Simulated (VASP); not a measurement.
# CaCoS3 (Pm-3m) in VASP: relaxation of cell and atoms with PBE

Aim: the relaxation of cell and atoms of CaCoS3 with PBE.

Program: VASP 6.6.1. These are calculated values, not measurements. Logs are shortened: lines on timing, memory, paths and dates and some standing lists are left out, and cuts for length are marked.

## (1) The cell of the first run

It takes space group Pm-3m (No. 221, cubic). The conventional cell has a = 4.551 Å, b = 4.551 Å, c = 4.551 Å, α = 90.00°, β = 90.00°, γ = 90.00°. Within 4.2 Å of Ca (site symmetry m-3m) lie 12 S at 3.22 Å and 8 Co at 3.94 Å. Within 3.0 Å of Co (site symmetry m-3m) lie 6 S at 2.28 Å. S (site symmetry 4/mmm) has 2 Co at 2.28 Å within 3.0 Å.

## (2) Relaxation of cell and atoms, PBE, collinear spin, ferromagnetic start

Input file INCAR:

```
PREC = Accurate ; ENCUT = 600
EDIFF = 1E-7 ; ISMEAR = 0
SIGMA = 0.1 ; LREAL = False
LASPH = True ; NELM = 150
ALGO = Normal ; ISIF = 3
LWAVE = False ; LCHARG = False
ISPIN = 2 ; MAGMOM = 0 1.31 0.17 0.17 0.17
LORBIT = 11 ; LMAXMIX = 4
GGA = PE ; IBRION = 2
NSW = 100 ; EDIFFG = -0.01
```

Input file KPOINTS:

```
regular mesh
0
Gamma
  8 8 8
```

Input file POSCAR:

```
CaCoS3
1.0
    4.5509544795      0.0000000000      0.0000000000
    0.0000000000      4.5509544795      0.0000000000
    0.0000000000      0.0000000000      4.5509544795
Ca Co S
1 1 3
Direct
    0.0000000000      0.0000000000      0.0000000000
    0.5000000000      0.5000000000      0.5000000000
    0.5000000000      0.0000000000      0.5000000000
    0.5000000000      0.5000000000      0.0000000000
    0.0000000000      0.5000000000      0.5000000000
```

Potentials or basis: VASP PAW PBE potentials, release 64 (Ca_sv, Co, S).

Started as:

```console
$ cat potpaw_PBE.64/Ca_sv/POTCAR potpaw_PBE.64/Co/POTCAR potpaw_PBE.64/S/POTCAR > POTCAR
$ mpirun -np 1 vasp_std > vasp.out
```

OUTCAR:

```text
PREC = Accurate
   ENCUT = 600
   EDIFF = 1E-7
   ISMEAR = 0
   LREAL = False
   LASPH = True
   NELM = 150
   ISIF = 3
   ISPIN = 2
   LORBIT = 11
   GGA = PE
   IBRION = 2
   NSW = 100
   EDIFFG = -0.01

 ion  position               nearest neighbor table
   1  0.000  0.000  0.000-
   2  0.500  0.500  0.500-   3 2.28   4 2.28   5 2.28   4 2.28   3 2.28   5 2.28
   3  0.500  0.000  0.500-   2 2.28   2 2.28
   4  0.500  0.500  0.000-   2 2.28   2 2.28
   5  0.000  0.500  0.500-   2 2.28   2 2.28

  LATTYP: Found a simple cubic cell.
 ALAT       =     4.5509544795

  Lattice vectors:

 A1 = (   4.5509544795,   0.0000000000,   0.0000000000)
 A2 = (   0.0000000000,   4.5509544795,   0.0000000000)
 A3 = (   0.0000000000,   0.0000000000,   4.5509544795)

Analysis of symmetry for initial positions (statically):
=====================================================================
 Subroutine PRICEL returns:
 Original cell was already a primitive cell.

 Routine SETGRP: Setting up the symmetry group for a
 simple cubic supercell.

 Subroutine GETGRP returns: Found 48 space group operations
 (whereof 48 operations were pure point group operations)
 out of a pool of 48 trial point group operations.

The static configuration has the point symmetry O_h .

Analysis of symmetry for dynamics (positions and initial velocities):
=====================================================================
 Subroutine PRICEL returns:
 Original cell was already a primitive cell.

 Routine SETGRP: Setting up the symmetry group for a
 simple cubic supercell.

 Subroutine GETGRP returns: Found 48 space group operations
 (whereof 48 operations were pure point group operations)
 out of a pool of 48 trial point group operations.

The dynamic configuration has the point symmetry O_h .

Analysis of structural, dynamic, and magnetic symmetry:
=====================================================================
 Subroutine PRICEL returns:
 Original cell was already a primitive cell.

 Routine SETGRP: Setting up the symmetry group for a
 simple cubic supercell.

 Subroutine GETGRP returns: Found 48 space group operations
 (whereof 48 operations were pure point group operations)
 out of a pool of 48 trial point group operations.

The overall configuration has the point symmetry O_h .

 Subroutine INISYM returns: Found 48 space group operations
 (whereof 48 operations are pure point group operations),
 and found     1 'primitive' translations

----------------------------------------------------------------------------------------

                                     Primitive cell

  volume of cell :      94.2557

  direct lattice vectors                    reciprocal lattice vectors
     4.550954479  0.000000000  0.000000000     0.219734125  0.000000000  0.000000000
     0.000000000  4.550954479  0.000000000     0.000000000  0.219734125  0.000000000
     0.000000000  0.000000000  4.550954479     0.000000000  0.000000000  0.219734125

  length of vectors
     4.550954479  4.550954479  4.550954479     0.219734125  0.219734125  0.219734125

  position of ions in fractional coordinates (direct lattice)
     0.000000000  0.000000000  0.000000000
     0.500000000  0.500000000  0.500000000
     0.500000000  0.000000000  0.500000000
[... 106 lines left out ...]
   LORBIT       =     11    0 simple, 1 ext, 2 COOP (PROOUT), +10 PAW based schemes
   GGA     = PE    functional components
   LHFCALC =     F    Hartree Fock is set to
   AEXX    =    0.0000 exact exchange contribution
   IVDW    =     0    specifies the selected vdW correction
   LEPSILON=     F    determine dielectric tensor
   LRPA    =     F    only Hartree local field effects (RPA)
 conjugate gradient relaxation of ions
 spin polarized calculation
 Gauss-broadening in eV      SIGMA  =   0.10
  energy-cutoff  :      600.00
  volume of cell :       94.26
 maximum number of plane-waves:      3178
   NGX = 19   NGY = 19   NGZ = 19

--------------------------------------- Ionic step        1  -------------------------------------------

 number of electron      36.9999994 magnetization       1.4483350

 Free energy of the ion-electron system (eV)
  ---------------------------------------------------
  ext. energy  EPLUGINS =         0.00000000
  ---------------------------------------------------
  free energy    TOTEN  =       -24.16109568 eV

  energy without entropy =      -24.12463559  energy(sigma->0) =      -24.14286564

------------------------ aborting loop because EDIFF is reached ----------------------------------------

  FORCE on cell =-STRESS in cart. coord.  units (eV):
  Direction    XX          YY          ZZ          XY          YZ          ZX
  --------------------------------------------------------------------------------------
  -------------------------------------------------------------------------------------
  Total       -0.3028292     -0.3028292     -0.3028292      0.0000000     -0.0000000      0.0000000
  in kB       -5.1475536     -5.1475536     -5.1475536      0.0000000     -0.0000000      0.0000000
  external PRESSURE =      -5.1475536 kB  Pullay stress =       0.0000000 kB

 VOLUME and BASIS-vectors are now :
 -----------------------------------------------------------------------------
  energy-cutoff  :      600.00
  volume of cell :       94.26
      direct lattice vectors                 reciprocal lattice vectors
     4.550954479  0.000000000  0.000000000     0.219734125  0.000000000  0.000000000
     0.000000000  4.550954479  0.000000000     0.000000000  0.219734125  0.000000000
     0.000000000  0.000000000  4.550954479     0.000000000  0.000000000  0.219734125

 POSITION                                       TOTAL-FORCE (eV/Angst)
 -----------------------------------------------------------------------------------
      0.00000      0.00000      0.00000         0.000000      0.000000      0.000000
      2.27548      2.27548      2.27548         0.000000      0.000000      0.000000
      2.27548      0.00000      2.27548         0.000000      0.000000      0.000000
      2.27548      2.27548      0.00000         0.000000      0.000000      0.000000
      0.00000      2.27548      2.27548         0.000000      0.000000      0.000000
 -----------------------------------------------------------------------------------
    total drift:                                0.000000      0.000000      0.000000

  FREE ENERGIE OF THE ION-ELECTRON SYSTEM (eV)
  ---------------------------------------------------
  free  energy   TOTEN  =       -24.1610956845 eV

  energy  without entropy=      -24.1246355917  energy(sigma->0) =      -24.14286564

--------------------------------------- Ionic step        2  -------------------------------------------

 number of electron      36.9999992 magnetization       1.3587141

 Free energy of the ion-electron system (eV)
  ---------------------------------------------------
  ext. energy  EPLUGINS =         0.00000000
  ---------------------------------------------------
  free energy    TOTEN  =       -24.16243155 eV

  energy without entropy =      -24.12772833  energy(sigma->0) =      -24.14507994

 E-fermi :   5.2834     XC(G=0): -10.1864

 val. band max:        5.2824267621   @ k =   0.3750   0.3750   0.1250
 cond. band min:       5.2840322704   @ k =   0.2500   0.0000   0.0000
 fundamental gap:      0.0016055084
 Fermi energy:         5.2833683030

 spin component 1

 k-point     1 :       0.0000    0.0000    0.0000
  band No.  band energies     occupation
      1     -35.6819      1.00000
      2     -16.6515      1.00000
      3     -16.6515      1.00000
      4     -16.6515      1.00000
      5      -8.8880      1.00000
      6      -6.4419      1.00000
[... 613 lines left out ...]
     22       9.3752      0.00000
     23       9.5761      0.00000

 [... further k-points ...]

 spin component 2

 k-point     1 :       0.0000    0.0000    0.0000
  band No.  band energies     occupation
      1     -35.6762      1.00000
      2     -16.6455      1.00000
      3     -16.6455      1.00000
      4     -16.6455      1.00000
      5      -8.7608      1.00000
      6      -6.2795      1.00000
[... 613 lines left out ...]
     22       9.4172      0.00000
     23       9.6091      0.00000

 [... further k-points ...]
[... 5 lines left out ...]
  --------------------------------------------------------------------------------------
  -------------------------------------------------------------------------------------
  Total        0.0159724      0.0159724      0.0159724      0.0000000      0.0000000      0.0000000
  in kB        0.2738952      0.2738952      0.2738952      0.0000000      0.0000000      0.0000000
  external PRESSURE =       0.2738952 kB  Pullay stress =       0.0000000 kB

 VOLUME and BASIS-vectors are now :
 -----------------------------------------------------------------------------
  energy-cutoff  :      600.00
  volume of cell :       93.43
      direct lattice vectors                 reciprocal lattice vectors
     4.537657241  0.000000000  0.000000000     0.220378038  0.000000000 -0.000000000
     0.000000000  4.537657241  0.000000000    -0.000000000  0.220378038  0.000000000
     0.000000000 -0.000000000  4.537657241    -0.000000000 -0.000000000  0.220378038

 POSITION                                       TOTAL-FORCE (eV/Angst)
 -----------------------------------------------------------------------------------
      0.00000      0.00000      0.00000        -0.000000      0.000000      0.000000
      2.26883      2.26883      2.26883         0.000000     -0.000000      0.000000
      2.26883     -0.00000      2.26883        -0.000000      0.000000      0.000000
      2.26883      2.26883      0.00000        -0.000000     -0.000000      0.000000
      0.00000      2.26883      2.26883        -0.000000      0.000000     -0.000000
 -----------------------------------------------------------------------------------
    total drift:                                0.000000      0.000000      0.000000

  FREE ENERGIE OF THE ION-ELECTRON SYSTEM (eV)
  ---------------------------------------------------
  free  energy   TOTEN  =       -24.1624315479 eV

  energy  without entropy=      -24.1277283310  energy(sigma->0) =      -24.14507994

 reached required accuracy - stopping structural energy minimisation

 total charge

# of ion       s       p       d       tot
------------------------------------------
    1        2.013   5.830   0.188   8.031
    2        0.398   0.500   7.389   8.287
    3        1.363   2.317   0.000   3.680
    4        1.363   2.317   0.000   3.680
    5        1.363   2.317   0.000   3.680
--------------------------------------------------
tot          6.500  13.282   7.577  27.359

 magnetization (x)

# of ion       s       p       d       tot
------------------------------------------
    1       -0.001   0.001   0.006   0.007
    2        0.004   0.002   0.847   0.853
    3        0.004   0.102   0.000   0.106
    4        0.004   0.102   0.000   0.106
    5        0.004   0.102   0.000   0.106
--------------------------------------------------
tot          0.017   0.308   0.854   1.179
```

Run time: 3.4 min. Hardware: 1 thread of Intel Xeon 6975P-C (Granite Rapids), shared host; peak memory 0.35 GiB.

What came out:

| Quantity | Value |
| --- | --- |
| Free energy | -24.1624 eV |
| Relaxed volume | 18.69 Å³/atom |
| Relaxed cell | a = 4.538 Å, b = 4.538 Å, c = 4.538 Å, α = 90.00°, β = 90.00°, γ = 90.00° |
| Space group after relaxing (to 0.05 Å) | Pm-3m (No. 221) |
| Energy gained by relaxing | 0.3 meV/atom |
| Ionic steps | 2 |
| Pressure after relaxing | 0.0 GPa |
| Net moment | 1.36 μB per cell |
| Site moments | Ca +0.01; Co +0.85; S +0.11 μB |
| Valence electrons inside the program's atomic spheres | Ca 8.03; Co 8.29; S 3.68 |

The path:
```tsv
step	energy change (eV)	largest force (eV/Å)	pressure (GPa)	volume (Å³)
1	0.0000	0.0000	-0.51	94.26
2	-0.0013	0.0000	0.03	93.43
```

Final structure:
```
Ca Co S
1.0
     4.53766    0.00000    0.00000
     0.00000    4.53766    0.00000
     0.00000    0.00000    4.53766
Ca Co S
1 1 3
Cartesian
  0.0000 0.0000 0.0000
  2.2688 2.2688 2.2688
  2.2688 0.0000 2.2688
  2.2688 2.2688 0.0000
  0.0000 2.2688 2.2688
```

Levels at points of the mesh, in eV from the Fermi level:
Spin up:
| k point | band 17 | band 18 | band 19 | band 20 | band 21 | band 22 |
| --- | --- | --- | --- | --- | --- | --- |
| (0.00, 0.00, 0.00) | -1.26 | -1.26 | -0.26 | -0.26 | -0.26 | 1.96 |
| (0.50, 0.00, 0.00) | -0.76 | -0.76 | -0.46 | -0.46 | 0.22 | 3.70 |
| (0.50, 0.50, 0.00) | -0.72 | -0.59 | -0.59 | 0.25 | 3.21 | 4.01 |
| (0.50, 0.50, 0.50) | 0.42 | 0.42 | 0.42 | 2.68 | 3.26 | 3.26 |
Spin down:
```csv
k point,band 16,band 17,band 18,band 19,band 20,band 21
"(0.00, 0.00, 0.00)",-1.05,-0.70,-0.70,-0.13,-0.13,-0.13
"(0.50, 0.00, 0.00)",-0.64,-0.61,-0.61,0.26,0.26,0.70
"(0.50, 0.50, 0.00)",-0.16,-0.14,0.14,0.14,0.48,3.60
"(0.50, 0.50, 0.50)",-0.03,0.66,0.66,0.66,2.76,3.65
```

Caveat: a cell with one magnetic atom can't hold antiferromagnetic order, which such compounds often take. With open d or f shells a metallic result of PBE can be an artefact of self-interaction; +U or a hybrid may open a gap.
